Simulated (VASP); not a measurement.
# SnO (P4/nmm) in VASP: further runs

The runs below take SnO through single point, with PBE.

Program: VASP 6.6.1. These are calculated values, not measurements. Logs are shortened: lines on timing, memory, paths and dates and some standing lists are left out, and cuts for length are marked.

## 1. The cell of the first run

The structure is tetragonal, space group P4/nmm (No. 129). The conventional cell has a = 3.849 Å, b = 3.849 Å, c = 4.905 Å, α = 90.00°, β = 90.00°, γ = 90.00°. Sn (site symmetry 4mm) has 4 O at 2.25 Å within 3.0 Å. Within 3.0 Å of O (site symmetry -4m2) lie 4 Sn at 2.25 Å and 4 O at 2.72 Å.

## 2. Single point, PBE (18.16 Å³/atom)

Contents of INCAR:

```
SYSTEM = SnO
PREC = Accurate ; ENCUT = 520
EDIFF = 1E-6 ; ISMEAR = -1
SIGMA = 0.05 ; LREAL = .FALSE.
LASPH = .TRUE. ; NELM = 80
ALGO = Normal ; ISIF = 2
LWAVE = .FALSE. ; LCHARG = .FALSE.
GGA = PE ; NBANDS = 28
```

Contents of KPOINTS:

```
Automatic mesh
0
G
  12 12 10
  0 0 0
```

Contents of POSCAR:

```
SnO
1.0
    3.8485873114      0.0000000000      0.0000000000
    0.0000000000      3.8485873114      0.0000000000
    0.0000000000      0.0000000000      4.9045020420
Sn O
2 2
Direct
    0.5000000000      0.0000000000      0.2364226312
    0.0000000000      0.5000000000      0.7635773688
    0.0000000000      0.0000000000      0.0000000000
    0.5000000000      0.5000000000      0.0000000000
```

Potentials or basis: VASP PAW PBE potentials, release 64 (Sn_d, O).

Command:

```bash
> cat potpaw_PBE.64/Sn_d/POTCAR potpaw_PBE.64/O/POTCAR > POTCAR
> mpirun -np 1 vasp_std > vasp.out
```

OUTCAR:

```text
SYSTEM = SnO
   PREC = Accurate
   ENCUT = 520
   EDIFF = 1E-6
   ISMEAR = -1
   LREAL = .FALSE.
   LASPH = .TRUE.
   NELM = 80
   ISIF = 2
   GGA = PE

 ion  position               nearest neighbor table
   1  0.500  0.000  0.236-   3 2.25   4 2.25   4 2.25   3 2.25   2 3.58   2 3.58   2 3.58   2 3.58
                             2 3.75   2 3.75   2 3.75   2 3.75
   2  0.000  0.500  0.764-   3 2.25   4 2.25   3 2.25   4 2.25   1 3.58   1 3.58   1 3.58   1 3.58
                             1 3.75   1 3.75   1 3.75   1 3.75
   3  0.000  0.000  0.000-   1 2.25   2 2.25   2 2.25   1 2.25
   4  0.500  0.500  0.000-   1 2.25   2 2.25   1 2.25   2 2.25

  LATTYP: Found a simple tetragonal cell.
 ALAT       =     3.8485873114
 C/A-ratio  =     1.2743642394

  Lattice vectors:

 A1 = (   3.8485873114,   0.0000000000,   0.0000000000)
 A2 = (   0.0000000000,   3.8485873114,   0.0000000000)
 A3 = (   0.0000000000,   0.0000000000,   4.9045020420)

Analysis of symmetry for initial positions (statically):
=====================================================================
 Subroutine PRICEL returns:
 Original cell was already a primitive cell.

 Routine SETGRP: Setting up the symmetry group for a
 simple tetragonal supercell.

 Subroutine GETGRP returns: Found 16 space group operations
 (whereof  8 operations were pure point group operations)
 out of a pool of 16 trial point group operations.

The static configuration has the point symmetry D_2d.
 The point group associated with its full space group is D_4h.

Analysis of symmetry for dynamics (positions and initial velocities):
=====================================================================
 Subroutine PRICEL returns:
 Original cell was already a primitive cell.

 Routine SETGRP: Setting up the symmetry group for a
 simple tetragonal supercell.

 Subroutine GETGRP returns: Found 16 space group operations
 (whereof  8 operations were pure point group operations)
 out of a pool of 16 trial point group operations.

The dynamic configuration has the point symmetry D_2d.
 The point group associated with its full space group is D_4h.

 Subroutine INISYM returns: Found 16 space group operations
 (whereof  8 operations are pure point group operations),
 and found     1 'primitive' translations

----------------------------------------------------------------------------------------

                                     Primitive cell

  volume of cell :      72.6436

  direct lattice vectors                    reciprocal lattice vectors
     3.848587311  0.000000000  0.000000000     0.259835602  0.000000000  0.000000000
     0.000000000  3.848587311  0.000000000     0.000000000  0.259835602  0.000000000
     0.000000000  0.000000000  4.904502042     0.000000000  0.000000000  0.203894298

  length of vectors
     3.848587311  3.848587311  4.904502042     0.259835602  0.259835602  0.203894298

  position of ions in fractional coordinates (direct lattice)
     0.500000000  0.000000000  0.236422631
     0.000000000  0.500000000  0.763577369
     0.000000000  0.000000000  0.000000000
     0.500000000  0.500000000  0.000000000

  ion indices of the primitive-cell ions
   primitive index   ion index
                 1           1
                 2           2
                 3           3
                 4           4

----------------------------------------------------------------------------------------

 KPOINTS: Automatic mesh

Automatic generation of k-mesh.
 Grid dimensions read from file:
 generate k-points for:   12   12   10

 Generating k-lattice:

  Cartesian coordinates                     Fractional coordinates (reciprocal lattice)
     0.021652967  0.000000000  0.000000000     0.083333333  0.000000000  0.000000000
     0.000000000  0.021652967  0.000000000     0.000000000  0.083333333  0.000000000
     0.000000000  0.000000000  0.020389430     0.000000000  0.000000000  0.100000000

  Length of vectors
     0.021652967  0.021652967  0.020389430

  Shift w.r.t. Gamma in fractional coordinates (k-lattice)
     0.000000000  0.000000000  0.000000000

 Subroutine IBZKPT returns following result:
 ===========================================

 Found    168 irreducible k-points:

 Following reciprocal coordinates:
            Coordinates               Weight
  0.000000  0.000000  0.000000      1.000000
  0.083333  0.000000  0.000000      4.000000
  0.166667  0.000000  0.000000      4.000000
  0.250000  0.000000  0.000000      4.000000
  0.333333  0.000000  0.000000      4.000000
  0.416667  0.000000  0.000000      4.000000
[... 16 lines left out ...]
  0.333333  0.333333  0.000000      4.000000
  0.416667  0.333333  0.000000      8.000000
 [... further k-points ...]
   k-points           NKPTS =    168   k-points in BZ     NKDIM =    168   number of bands    NBANDS=     28
   number of dos      NEDOS =    301   number of ions     NIONS =      4
   total plane-waves  NPLWV =  32400
   dimension x,y,z NGX =    30 NGY =   30 NGZ =   36
   dimension x,y,z NGXF=    60 NGYF=   60 NGZF=   72
   ions per type =               2   2
   NGX,Y,Z   is equivalent  to a cutoff of  12.96, 12.96, 12.20 a.u.
   NGXF,Y,Z  is equivalent  to a cutoff of  25.92, 25.92, 24.41 a.u.
 SYSTEM =  SnO
   PREC   = accura    normal or accurate (medium, high low for compatibility)
   ISTART =      0    job   : 0-new  1-cont  2-samecut
   ICHARG =      2    charge: 1-file 2-atom 10-const
   ISPIN  =      1    spin polarized calculation?
   LNONCOLLINEAR =      F non collinear calculations
   LSORBIT =      F    spin-orbit coupling
   LASPH  =      T    aspherical Exc in radial PAW
   ENCUT  =  520.0 eV  38.22 Ry    6.18 a.u.   7.16  7.16  9.12*2*pi/ulx,y,z
   NELM   =     80;   NELMIN=  2; NELMDL= -5     # of ELM steps
   EDIFF  = 0.1E-05   stopping-criterion for ELM
   LREAL  =      F    real-space projection
   EDIFFG = 0.1E-04   stopping-criterion for IOM
   NSW    =      0    number of steps for IOM
   IBRION =     -1    ionic relax: 0-MD 1-quasi-New 2-CG
   NFREE  =      0    steps in history (QN), initial steepest desc. (CG)
   ISIF   =      2    stress and relaxation
   ISYM   =      2    0-nonsym 1-usesym 2-fastsym
   POTIM  = 0.5000    time-step for ionic-motion
   TEBEG  =    0.0;   TEEND  =   0.0 temperature during run
   PSTRESS=    0.0 pullay stress
   NELECT =      40.0000    total number of electrons
   NUPDOWN=      -1.0000    fix difference up-down
   EMIN   =  10.00;   EMAX   =-10.00  energy-range for DOS
   EFERMI =   0.00;   METHOD = LEGACY
   ISMEAR =    -1;   SIGMA  =   0.05  broadening in eV -4-tet -1-fermi 0-gaus
   EFERMI_NEDOS =   21; number of points for ismear=-14 and -15
   IALGO  =     38    algorithm
   IMIX   =      4    mixing-type and parameters
     AMIX     =   0.40;   BMIX     =  1.00
     AMIX_MAG =   1.60;   BMIX_MAG =  1.00
  volume/ion in A,a.u.               =      18.16       122.56
  Fermi-wavevector in a.u.,A,eV,Ry     =   1.341824  2.535680 24.497184  1.800492
  Thomas-Fermi vector in A             =   2.470027
   LORBIT       =      0    0 simple, 1 ext, 2 COOP (PROOUT), +10 PAW based schemes
   GGA     = PE    functional components
[... 5 lines left out ...]
 non-spin polarized calculation
  energy-cutoff  :      520.00
  volume of cell :       72.64
 maximum number of plane-waves:      1992
 NGX is ok and might be reduce to    30
   NGX = 15   NGY = 15   NGZ = 19

 number of electron      40.0000012 magnetization

 Free energy of the ion-electron system (eV)
  ---------------------------------------------------
  ext. energy  EPLUGINS =         0.00000000
  ---------------------------------------------------
  free energy    TOTEN  =       -22.71538410 eV

  energy without entropy =      -22.71507628  energy(sigma->0) =      -22.71523019

 E-fermi :   6.8279     XC(G=0): -10.0671

 val. band max:        6.6635787124   @ k =   0.0833   0.0000   0.0000
 cond. band min:       6.8864009145   @ k =   0.5000   0.5000   0.0000
 fundamental gap:      0.2228222021
 Fermi energy:         6.8279177420

 k-point     1 :       0.0000    0.0000    0.0000
  band No.  band energies     occupation
      1     -15.1939      2.00000
      2     -14.8103      2.00000
      3     -14.8103      2.00000
      4     -14.8097      2.00000
      5     -14.7758      2.00000
      6     -14.7638      2.00000
[... 20 lines left out ...]
     27      13.4426      0.00000
     28      13.9091      0.00000

 k-point     2 :       0.0833    0.0000    0.0000
  band No.  band energies     occupation
      1     -15.1901      2.00000
      2     -14.8091      2.00000
      3     -14.8089      2.00000
      4     -14.8085      2.00000
      5     -14.7764      2.00000
      6     -14.7616      2.00000
[... 20 lines left out ...]
     27      13.5799      0.00000
     28      14.4566      0.00000

 k-point     3 :       0.1667    0.0000    0.0000
  band No.  band energies     occupation
      1     -15.1792      2.00000
      2     -14.8194      2.00000
      3     -14.8055      2.00000
      4     -14.8048      2.00000
      5     -14.7778      2.00000
      6     -14.7749      2.00000
[... 20 lines left out ...]
     27      13.7270      0.00000
     28      15.6742      0.00000

 k-point     4 :       0.2500    0.0000    0.0000
  band No.  band energies     occupation
      1     -15.1620      2.00000
      2     -14.8789      2.00000
      3     -14.7995      2.00000
      4     -14.7989      2.00000
      5     -14.7797      2.00000
      6     -14.7782      2.00000
[... 578 lines left out ...]
     27      14.4033      0.00000
     28      14.4033      0.00000

 k-point    23 :       0.3333    0.3333    0.0000
  band No.  band energies     occupation
      1     -15.1370      2.00000
      2     -15.0580      2.00000
      3     -14.7869      2.00000
      4     -14.7859      2.00000
      5     -14.7822      2.00000
      6     -14.7686      2.00000
[... 20 lines left out ...]
     27      13.7013      0.00000
     28      14.7707      0.00000

 k-point    24 :       0.4167    0.3333    0.0000
  band No.  band energies     occupation
      1     -15.1306      2.00000
      2     -15.0915      2.00000
      3     -14.7882      2.00000
      4     -14.7861      2.00000
      5     -14.7755      2.00000
      6     -14.7648      2.00000
[... 20 lines left out ...]
     27      13.9978      0.00000
     28      14.3983      0.00000

 [... further k-points ...]

------------------------ aborting loop because EDIFF is reached ----------------------------------------

  FORCE on cell =-STRESS in cart. coord.  units (eV):
  Direction    XX          YY          ZZ          XY          YZ          ZX
  --------------------------------------------------------------------------------------
  -------------------------------------------------------------------------------------
  Total        0.6323408      0.6323408      0.5544898      0.0000000     -0.0000000      0.0000000
  in kB       13.9464669     13.9464669     12.2294394      0.0000000     -0.0000000      0.0000000
  external PRESSURE =      13.3741244 kB  Pullay stress =       0.0000000 kB

 VOLUME and BASIS-vectors are now :
 -----------------------------------------------------------------------------
  energy-cutoff  :      520.00
  volume of cell :       72.64
      direct lattice vectors                 reciprocal lattice vectors
     3.848587311  0.000000000  0.000000000     0.259835602  0.000000000  0.000000000
     0.000000000  3.848587311  0.000000000     0.000000000  0.259835602  0.000000000
     0.000000000  0.000000000  4.904502042     0.000000000  0.000000000  0.203894298

 POSITION                                       TOTAL-FORCE (eV/Angst)
 -----------------------------------------------------------------------------------
      1.92429      0.00000      1.15954         0.000000      0.000000      0.086571
      0.00000      1.92429      3.74497         0.000000     -0.000000     -0.086571
      0.00000      0.00000      0.00000         0.000000     -0.000000      0.000000
      1.92429      1.92429      0.00000         0.000000      0.000000      0.000000
 -----------------------------------------------------------------------------------
    total drift:                                0.000000      0.000000     -0.000000

  FREE ENERGIE OF THE ION-ELECTRON SYSTEM (eV)
  ---------------------------------------------------
  free  energy   TOTEN  =       -22.7153841025 eV

  energy  without entropy=      -22.7150762830  energy(sigma->0) =      -22.71523019
```

Wall time 2.3 min (1 thread of Intel Xeon 6975P-C (Granite Rapids), shared host); peak memory 0.37 GiB.

Results:

* Free energy: -22.7154 eV
* Pressure: 1.3 GPa
* Largest force: 0.087 eV/Å
* Band gap on the k mesh: 0.22 eV (least direct gap 2.00 eV)

Forces in eV/Å, atoms in the order of the input:
```
Sn   0.000  0.000  0.087
Sn   0.000  0.000 -0.087
O    0.000  0.000  0.000
O    0.000  0.000  0.000
```

Stress tensor (GPa, compression positive):
```
1.39 0.00 0.00
0.00 1.39 0.00
0.00 0.00 1.22
```

Levels at points of the mesh, in eV from the valence-band top:
```csv
k point,band 18,band 19,band 20,band 21,band 22,band 23
"(0.00, 0.00, 0.00)",-2.99,-2.99,0.00,2.02,4.35,4.70
"(0.50, 0.00, 0.00)",-4.61,-2.54,-2.54,3.15,3.15,5.86
"(0.50, 0.50, 0.00)",-2.34,-1.82,-1.82,0.22,0.22,4.52
"(0.00, 0.00, 0.50)",-3.00,-3.00,-2.05,1.72,3.05,3.05
"(0.50, 0.00, 0.50)",-4.57,-1.63,-1.63,2.56,2.56,5.41
"(0.50, 0.50, 0.50)",-2.56,-2.34,-2.34,2.44,2.44,3.97
```

Caveat: spin-orbit coupling is left out, which moves the levels of the heavy elements. A k mesh can miss the band edges.

## 3. Single point, PBE (18.51 Å³/atom)

This run uses another cell than the first one, of 18.51 Å³/atom.

Contents of INCAR:

```
PREC = Accurate ; ENCUT = 520
EDIFF = 1E-6 ; ISMEAR = -1
SIGMA = 0.05 ; LREAL = F
LASPH = T ; NELM = 100
ALGO = Normal ; ISIF = 2
LWAVE = F ; LCHARG = T
GGA = PE ; LELF = T
LVHAR = T ; NBANDS = 28
```

Contents of KPOINTS:

```
regular mesh
0
Gamma
  12 12 10
```

Contents of POSCAR:

```
SnO
1.0
    3.8731012672      0.0000000000      0.0000000000
    0.0000000000      3.8731012672      0.0000000000
    0.0000000000      0.0000000000      4.9357417508
Sn O
2 2
Direct
    0.5000000000      0.0000000000      0.2336996294
    0.0000000000      0.5000000000      0.7663003706
    0.0000000000      0.0000000000      0.0000000000
    0.5000000000      0.5000000000      0.0000000000
```

Potentials or basis: VASP PAW PBE potentials, release 64 (Sn_d, O).

Command:

```bash
> cat potpaw_PBE.64/Sn_d/POTCAR potpaw_PBE.64/O/POTCAR > POTCAR
> mpirun -np 1 vasp_std > vasp.out
```

Wall time 2.3 min (1 thread of Intel Xeon 6975P-C (Granite Rapids), shared host); peak memory 0.39 GiB.

The run converged. Its results:

```
Free energy            : -22.7221 eV
Pressure               : 0.4 GPa
Largest force          : 0.077 eV/Å
Band gap on the k mesh : 0.37 eV (least direct gap 1.97 eV)
```

Forces on the atoms (eV/Å):
```
Sn   0.000  0.000  0.077
Sn   0.000  0.000 -0.077
O    0.000  0.000  0.000
O    0.000  0.000  0.000
```

Stress tensor (GPa, compression positive):
```
0.22 0.00 0.00
0.00 0.22 0.00
0.00 0.00 0.83
```

Levels at points of the mesh, in eV from the valence-band top:
| k point | band 16 | band 17 | band 18 | band 19 | band 20 | band 21 | band 22 | band 23 | band 24 | band 25 |
| --- | --- | --- | --- | --- | --- | --- | --- | --- | --- | --- |
| (0.00, 0.00, 0.00) | -5.87 | -3.16 | -2.92 | -2.92 | -0.01 | 1.98 | 4.30 | 4.79 | 4.79 | 5.67 |
| (0.50, 0.00, 0.00) | -4.62 | -4.51 | -4.51 | -2.39 | -2.39 | 3.16 | 3.16 | 5.81 | 5.81 | 5.88 |
| (0.50, 0.50, 0.00) | -4.73 | -2.28 | -2.28 | -1.73 | -1.73 | 0.37 | 0.37 | 4.60 | 4.60 | 7.07 |
| (0.00, 0.00, 0.50) | -3.25 | -3.23 | -2.94 | -2.94 | -1.91 | 1.68 | 3.15 | 3.15 | 3.67 | 7.90 |
| (0.50, 0.00, 0.50) | -5.06 | -4.48 | -4.48 | -1.53 | -1.53 | 2.58 | 2.58 | 5.46 | 5.46 | 6.50 |
| (0.50, 0.50, 0.50) | -5.14 | -2.45 | -2.45 | -2.28 | -2.28 | 2.56 | 2.56 | 3.95 | 3.95 | 5.52 |

Caveat: spin-orbit coupling is left out, which moves the levels of the heavy elements.
